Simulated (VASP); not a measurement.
## TiN (qlda): single point with LDA

The system is TiN (qlda).

```
Ti N
1.0
     0.00000    2.12062    2.12062
     2.12062    0.00000    2.12062
     2.12062    2.12062    0.00000
Ti N
1 1
Cartesian
  0.0000 0.0000 0.0000
  2.1206 2.1206 2.1206
```

```json
{
  "Program": "VASP 6.6.1",
  "Task": "single point",
  "Functional": "LDA",
  "Potentials or basis": "VASP PAW LDA potentials, release 64 (Ti_sv, N)",
  "Cutoff": "520 eV",
  "k mesh": "8 × 8 × 8",
  "Occupations": "gaussian, width 0.1 eV",
  "Spin": "no spin polarisation"
}
```

```json
{"Pressure": "-13.1 GPa"}
```

Levels at points of the mesh, in eV from the Fermi level:
| k point | band 5 | band 6 | band 7 | band 8 | band 9 | band 10 | band 11 | band 12 | band 13 | band 14 |
| --- | --- | --- | --- | --- | --- | --- | --- | --- | --- | --- |
| (0.00, 0.00, 0.00) | -16.85 | -2.01 | -2.01 | -2.01 | -0.65 | -0.65 | -0.65 | 0.55 | 0.55 | 5.55 |
| (0.50, 0.00, 0.00) | -14.32 | -8.07 | -5.48 | -5.48 | 1.68 | 1.68 | 2.36 | 5.74 | 5.74 | 6.11 |
| (0.50, 0.50, 0.00) | -15.42 | -5.78 | -3.20 | -3.20 | -3.11 | 1.62 | 2.39 | 2.39 | 3.67 | 10.57 |

Run time: 5.4 s on 1 thread of Intel(R) Xeon(R) Platinum 8488C (Sapphire Rapids), with other jobs on the host, peak memory 0.13 GiB.
